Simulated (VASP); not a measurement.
Write the native input for VASP 6.6.1 that does the following.

```yaml
Task: single point
Functional: PBE
Potentials_or_basis: VASP PAW PBE potentials, release 64 (Al, V_sv, N)
Cutoff: 520 eV
k_mesh: 12 × 12 × 4
Occupations: gaussian, width 0.1 eV
Spin: no spin polarisation
Dipole_correction: no
Further_INCAR_settings: ALGO = Normal; EDIFF = 1e-06; NBANDS = 26
```

The structure of Al4VN2 lies in POSCAR:

```
Al4VN2
1.0
    2.9999686467      0.0000000000      0.0000000000
   -1.4999843234      2.5980490586      0.0000000000
    0.0000000000      0.0000000000     12.0776536386
Al V N
4 1 2
Direct
    0.6666666667      0.3333333333      0.3842218887
    0.3333333333      0.6666666667      0.1669054312
    0.3333333333      0.6666666667      0.6157781113
    0.6666666667      0.3333333333      0.8330945688
    0.0000000000      0.0000000000      0.0000000000
    0.3333333333      0.6666666667      0.3231275700
    0.6666666667      0.3333333333      0.6768724300
```

These files were run (other wordings do the same):

INCAR

```
PREC = Accurate
ENCUT = 520
EDIFF = 1E-6
ISMEAR = 0
SIGMA = 0.1
LREAL = F
LASPH = T
NELM = 100
ALGO = Normal
ISIF = 2
LWAVE = F
LCHARG = F
GGA = PE
NBANDS = 26
```

KPOINTS

```
regular mesh
0
Gamma
  12 12 4
```

Potentials or basis: VASP PAW PBE potentials, release 64 (Al, V_sv, N).

Command:

```sh
$ cat potpaw_PBE.64/Al/POTCAR potpaw_PBE.64/V_sv/POTCAR potpaw_PBE.64/N/POTCAR > POTCAR
$ mpirun -np 1 vasp_std > vasp.out
```

Results of the run:

| Property | Result |
| --- | --- |
| Pressure | -0.1 GPa |
| Largest force | 0.023 eV/Å |
| Band gap on the k mesh | zero (an odd number of electrons rules out a gap without spin polarisation) |

Caveat: the run has no spin polarisation, though such a crystal can be magnetic.

Wall time 4.6 min on 1 thread of Intel Xeon 8259CL (shared host), peak memory 0.32 GiB.
